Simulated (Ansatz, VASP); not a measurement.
# Si2Sn in VASP and in Ansatz

```
Si Sn
1.0
     3.12291    0.00000    0.00000
    -1.56146    2.70452    0.00000
     0.00000    0.00000   14.23743
Si Sn
4 2
Direct
  0.33333 0.66667 0.06143
  0.33333 0.66667 0.43857
  0.66667 0.33333 0.93857
  0.66667 0.33333 0.56143
  0.33333 0.66667 0.75000
  0.66667 0.33333 0.25000
```

Alike in both runs: functional PBE; k mesh 6 × 6 × 2; occupations gaussian, width 0.1 eV; no spin polarisation.

Ansatz relaxed the structure, and its values are those at the end. VASP's run is a single point on that final structure, the one shown.

|  | VASP | Ansatz |
| --- | --- | --- |
| version | VASP 6.6.1 | Ansatz 0.2.0 |
| potentials or method | VASP PAW PBE potentials, release 64 (Si, Sn_d), cutoff 520 eV | scalar-relativistic, plane waves, PAW |
| valence electrons in the cell | 44 | 44 |

Ansatz gave:

```
gap on the k mesh at the Fermi level (eV) : none
pressure (GPa)                            : -0.1
rms of the force components (eV/Å)        : 0.002
```

Q: Which values does VASP return?

A: gap on the k mesh at the Fermi level (eV): none; pressure (GPa): -0.2; rms of the force components (eV/Å): 0.007.

A gap of «none» marks a metal or a gap that the smearing closes.

The k mesh is coarse, so the values compare programs but aren't converged.
